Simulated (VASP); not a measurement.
# Ir (Im-3m) in VASP: relaxation of cell and atoms with LDA

Aim: the relaxation of cell and atoms of Ir with LDA.

All numbers are computed with VASP 6.6.1; they aren't measurements. Logs are shortened: lines on timing, memory, paths and dates and some standing lists are left out, and cuts for length are marked.

## (1) The cell of the first run

Symmetry: Im-3m, No. 229, cubic system. Conventional cell: a = 3.040 Å, b = 3.040 Å, c = 3.040 Å, α = 90.00°, β = 90.00°, γ = 90.00°. Ir (site symmetry m-3m) has 14 Ir at 2.63 to 3.04 Å within 3.5 Å.

This isn't the form of Ir at room conditions, which is fcc.

## (2) Relaxation of cell and atoms, LDA

INCAR

```
SYSTEM = Ir
ALGO     = Normal         ! electronic algorithm
EDIFF    = 1E-7           ! SCF threshold, eV
EDIFFG   = -0.01          ! ionic threshold
ENCUT    = 560            ! plane-wave cutoff, eV
GGA      = CA             ! functional
GGA_COMPAT= .False.      
IBRION   = 2              ! ionic algorithm
ISIF     = 3              ! what is computed and relaxed
ISMEAR   = -1             ! smearing method
LASPH    = .True.         ! aspherical terms in the spheres
LCHARG   = .False.        ! write CHGCAR
LREAL    = .False.        ! projectors in reciprocal space
LWAVE    = .False.        ! write WAVECAR
NELM     = 120            ! most SCF steps
NELMIN   = 4            
NSW      = 60             ! ionic steps
PREC     = Accurate       ! precision mode
SIGMA    = 0.05           ! smearing width, eV
```

KPOINTS

```
k-points
0
Gamma
  10 10 10
  0 0 0
```

POSCAR

```
Ir
1.0
    1.5200000000      1.5200000000      1.5200000000
   -1.5200000000      1.5200000000      1.5200000000
   -1.5200000000     -1.5200000000      1.5200000000
Ir
1
Direct
    0.0000000000      0.0000000000      0.0000000000
```

Potentials or basis: VASP PAW LDA potentials, release 64 (Ir_sv_GW).

Command:

```bash
$ cat potpaw_LDA.64/Ir_sv_GW/POTCAR > POTCAR
$ mpirun -np 1 vasp_std > vasp.out
```

OUTCAR:

```text
SYSTEM = Ir
   EDIFF = 1E-7
   EDIFFG = -0.01
   ENCUT = 560
   GGA = CA
   IBRION = 2
   ISIF = 3
   ISMEAR = -1
   LASPH = .True.
   LREAL = .False.
   NELM = 120
   NELMIN = 4
   NSW = 60
   PREC = Accurate

 ion  position               nearest neighbor table
   1  0.000  0.000  0.000-

  LATTYP: Found a body centered cubic cell.
 ALAT       =     3.0400000000

  Lattice vectors:

 A1 = (   1.5200000000,  -1.5200000000,  -1.5200000000)
 A2 = (   1.5200000000,   1.5200000000,   1.5200000000)
 A3 = (  -1.5200000000,  -1.5200000000,   1.5200000000)

Analysis of symmetry for initial positions (statically):
=====================================================================
 Subroutine PRICEL returns:
 Original cell was already a primitive cell.

 Routine SETGRP: Setting up the symmetry group for a
 body centered cubic supercell.

 Subroutine GETGRP returns: Found 48 space group operations
 (whereof 48 operations were pure point group operations)
 out of a pool of 48 trial point group operations.

The static configuration has the point symmetry O_h .

Analysis of symmetry for dynamics (positions and initial velocities):
=====================================================================
 Subroutine PRICEL returns:
 Original cell was already a primitive cell.

 Routine SETGRP: Setting up the symmetry group for a
 body centered cubic supercell.

 Subroutine GETGRP returns: Found 48 space group operations
 (whereof 48 operations were pure point group operations)
 out of a pool of 48 trial point group operations.

The dynamic configuration has the point symmetry O_h .

 Subroutine INISYM returns: Found 48 space group operations
 (whereof 48 operations are pure point group operations),
 and found     1 'primitive' translations

----------------------------------------------------------------------------------------

                                     Primitive cell

  volume of cell :      14.0472

  direct lattice vectors                    reciprocal lattice vectors
     1.520000000  1.520000000  1.520000000     0.328947368  0.000000000  0.328947368
    -1.520000000  1.520000000  1.520000000    -0.328947368  0.328947368  0.000000000
    -1.520000000 -1.520000000  1.520000000     0.000000000 -0.328947368  0.328947368

  length of vectors
     2.632717228  2.632717228  2.632717228     0.465201830  0.465201830  0.465201830

  position of ions in fractional coordinates (direct lattice)
     0.000000000  0.000000000  0.000000000

  ion indices of the primitive-cell ions
   primitive index   ion index
                 1           1

----------------------------------------------------------------------------------------

 KPOINTS: k-points

Automatic generation of k-mesh.
 Grid dimensions read from file:
 generate k-points for:   10   10   10

 Generating k-lattice:

  Cartesian coordinates                     Fractional coordinates (reciprocal lattice)
     0.032894737  0.000000000  0.032894737     0.100000000  0.000000000  0.000000000
    -0.032894737  0.032894737  0.000000000     0.000000000  0.100000000  0.000000000
     0.000000000 -0.032894737  0.032894737     0.000000000  0.000000000  0.100000000

  Length of vectors
     0.046520183  0.046520183  0.046520183

  Shift w.r.t. Gamma in fractional coordinates (k-lattice)
     0.000000000  0.000000000  0.000000000

 Subroutine IBZKPT returns following result:
 ===========================================

 Found     47 irreducible k-points:

 Following reciprocal coordinates:
            Coordinates               Weight
  0.000000  0.000000  0.000000      1.000000
  0.100000  0.000000  0.000000     12.000000
  0.200000  0.000000  0.000000     12.000000
  0.300000  0.000000  0.000000     12.000000
  0.400000  0.000000  0.000000     12.000000
  0.500000  0.000000  0.000000      6.000000
[... 16 lines left out ...]
  0.100000  0.300000  0.100000      8.000000
  0.500000  0.300000  0.100000     24.000000
 [... further k-points ...]
   k-points           NKPTS =     47   k-points in BZ     NKDIM =     47   number of bands    NBANDS=     12
   number of dos      NEDOS =    301   number of ions     NIONS =      1
   total plane-waves  NPLWV =   8000
   dimension x,y,z NGX =    20 NGY =   20 NGZ =   20
   dimension x,y,z NGXF=    40 NGYF=   40 NGZF=   40
   ions per type =               1
   NGX,Y,Z   is equivalent  to a cutoff of  12.63, 12.63, 12.63 a.u.
   NGXF,Y,Z  is equivalent  to a cutoff of  25.26, 25.26, 25.26 a.u.
 SYSTEM =  Ir
   PREC   = accura    normal or accurate (medium, high low for compatibility)
   ISTART =      0    job   : 0-new  1-cont  2-samecut
   ICHARG =      2    charge: 1-file 2-atom 10-const
   ISPIN  =      1    spin polarized calculation?
   LNONCOLLINEAR =      F non collinear calculations
   LSORBIT =      F    spin-orbit coupling
   LASPH  =      T    aspherical Exc in radial PAW
   ENCUT  =  560.0 eV  41.16 Ry    6.42 a.u.   5.08  5.08  5.08*2*pi/ulx,y,z
   NELM   =    120;   NELMIN=  4; NELMDL= -5     # of ELM steps
   EDIFF  = 0.1E-06   stopping-criterion for ELM
   LREAL  =      F    real-space projection
   EDIFFG = -.1E-01   stopping-criterion for IOM
   NSW    =     60    number of steps for IOM
   IBRION =      2    ionic relax: 0-MD 1-quasi-New 2-CG
   NFREE  =      1    steps in history (QN), initial steepest desc. (CG)
   ISIF   =      3    stress and relaxation
   ISYM   =      2    0-nonsym 1-usesym 2-fastsym
   POTIM  = 0.5000    time-step for ionic-motion
   TEBEG  =    0.0;   TEEND  =   0.0 temperature during run
   PSTRESS=    0.0 pullay stress
   NELECT =      17.0000    total number of electrons
   NUPDOWN=      -1.0000    fix difference up-down
   EMIN   =  10.00;   EMAX   =-10.00  energy-range for DOS
   EFERMI =   0.00;   METHOD = LEGACY
   ISMEAR =    -1;   SIGMA  =   0.05  broadening in eV -4-tet -1-fermi 0-gaus
   EFERMI_NEDOS =   21; number of points for ismear=-14 and -15
   IALGO  =     38    algorithm
   IMIX   =      4    mixing-type and parameters
     AMIX     =   0.40;   BMIX     =  1.00
     AMIX_MAG =   1.60;   BMIX_MAG =  1.00
  volume/ion in A,a.u.               =      14.05        94.80
  Fermi-wavevector in a.u.,A,eV,Ry     =   1.744593  3.296803 41.410774  3.043606
  Thomas-Fermi vector in A             =   2.816443
   LORBIT       =      0    0 simple, 1 ext, 2 COOP (PROOUT), +10 PAW based schemes
   GGA     = CA    functional components
   LHFCALC =     F    Hartree Fock is set to
   AEXX    =    0.0000 exact exchange contribution
   IVDW    =     0    specifies the selected vdW correction
   LEPSILON=     F    determine dielectric tensor
   LRPA    =     F    only Hartree local field effects (RPA)
 conjugate gradient relaxation of ions
 non-spin polarized calculation
  energy-cutoff  :      560.00
  volume of cell :       14.05
 maximum number of plane-waves:       435
   NGX = 11   NGY = 11   NGZ = 11

--------------------------------------- Ionic step        1  -------------------------------------------

 number of electron      17.0000000 magnetization

 Free energy of the ion-electron system (eV)
  ---------------------------------------------------
  ext. energy  EPLUGINS =         0.00000000
  ---------------------------------------------------
  free energy    TOTEN  =       -10.22889206 eV

  energy without entropy =      -10.20569835  energy(sigma->0) =      -10.21729521

------------------------ aborting loop because EDIFF is reached ----------------------------------------

  FORCE on cell =-STRESS in cart. coord.  units (eV):
  Direction    XX          YY          ZZ          XY          YZ          ZX
  --------------------------------------------------------------------------------------
  -------------------------------------------------------------------------------------
  Total        0.6001176      0.6001176      0.6001176     -0.0000000     -0.0000000      0.0000000
  in kB       68.4472787     68.4472787     68.4472787     -0.0000000     -0.0000000      0.0000000
  external PRESSURE =      68.4472787 kB  Pullay stress =       0.0000000 kB
[... 90 lines left out ...]
  energy  without entropy=      -10.2103561575  energy(sigma->0) =      -10.22222908

--------------------------------------- Ionic step        4  -------------------------------------------

 number of electron      17.0000000 magnetization

 Free energy of the ion-electron system (eV)
  ---------------------------------------------------
  ext. energy  EPLUGINS =         0.00000000
  ---------------------------------------------------
  free energy    TOTEN  =       -10.23410796 eV

  energy without entropy =      -10.21037971  energy(sigma->0) =      -10.22224383

 E-fermi :  12.2248     XC(G=0): -14.7032

 val. band max:       12.2228034401   @ k =   0.1000  -0.4000   0.1000
 cond. band min:      12.2347791836   @ k =   0.2000   0.1000   0.1000
 fundamental gap:      0.0119757435
 Fermi energy:        12.2248102731

 k-point     1 :       0.0000    0.0000    0.0000
  band No.  band energies     occupation
      1     -79.8534      2.00000
      2     -36.5443      2.00000
      3     -36.5443      2.00000
      4     -36.5443      2.00000
      5       1.4834      2.00000
      6       8.5102      2.00000
      7       8.5102      2.00000
      8       8.5102      2.00000
      9      11.6678      1.99997
     10      11.6678      1.99997
     11      28.4342      0.00000
     12      28.4342      0.00000
[... 331 lines left out ...]
 k-point    24 :       0.5000    0.3000    0.1000
  band No.  band energies     occupation
      1     -79.7710      2.00000
      2     -37.1930      2.00000
      3     -36.9641      2.00000
      4     -36.6747      2.00000
      5       6.2761      2.00000
      6       7.0498      2.00000
      7       8.2524      2.00000
      8      11.0079      2.00000
      9      12.4727      0.01396
     10      16.7189      0.00000
     11      21.7500      0.00000
     12      25.0614      0.00000

 [... further k-points ...]

------------------------ aborting loop because EDIFF is reached ----------------------------------------

  FORCE on cell =-STRESS in cart. coord.  units (eV):
  Direction    XX          YY          ZZ          XY          YZ          ZX
  --------------------------------------------------------------------------------------
  -------------------------------------------------------------------------------------
  Total       -0.0007243     -0.0007243     -0.0007243     -0.0000000     -0.0000000      0.0000000
  in kB       -0.0811769     -0.0811769     -0.0811769     -0.0000000     -0.0000000      0.0000000
  external PRESSURE =      -0.0811769 kB  Pullay stress =       0.0000000 kB
[... 16 lines left out ...]
  FREE ENERGIE OF THE ION-ELECTRON SYSTEM (eV)
  ---------------------------------------------------
  free  energy   TOTEN  =       -10.2341079632 eV

  energy  without entropy=      -10.2103797063  energy(sigma->0) =      -10.22224383

 reached required accuracy - stopping structural energy minimisation
```

It took 27 s on 1 thread of Intel Xeon Platinum 8259CL at 2.50GHz (Skylake/Cascade Lake), shared host; peak memory 0.13 GiB.

What came out:

```yaml
Free_energy: -10.2341 eV
Relaxed_volume: 14.30 Å³/atom
Relaxed_cell: a = 2.648 Å, b = 2.648 Å, c = 2.648 Å, α = 70.53°, β = 109.47°, γ = 70.53°
Space_group_after_relaxing_to_0.1_Å: Im-3m (No. 229)
Energy_gained_by_relaxing: 5.2 meV/atom
Ionic_steps: 4
Pressure_after_relaxing: 0.0 GPa
Band_gap_on_the_k_mesh: zero (an odd number of electrons rules out a gap without spin polarisation)
```

The path:
| step | energy change (eV) | largest force (eV/Å) | pressure (GPa) | volume (Å³) |
| --- | --- | --- | --- | --- |
| 1 | 0.0000 | 0.0000 | 6.84 | 14.05 |
| 2 | 0.0670 | 0.0000 | -21.49 | 15.30 |
| 3 | -0.0052 | 0.0000 | -0.22 | 14.30 |
| 4 | -0.0052 | 0.0000 | -0.01 | 14.30 |

Final structure:
```
Ir
1.0
     1.52892    1.52892    1.52892
    -1.52892    1.52892    1.52892
    -1.52892   -1.52892    1.52892
Ir
1
Direct
  0.00000 0.00000 0.00000
```

Caveat: spin-orbit coupling is left out, which moves the levels of the heavy elements.
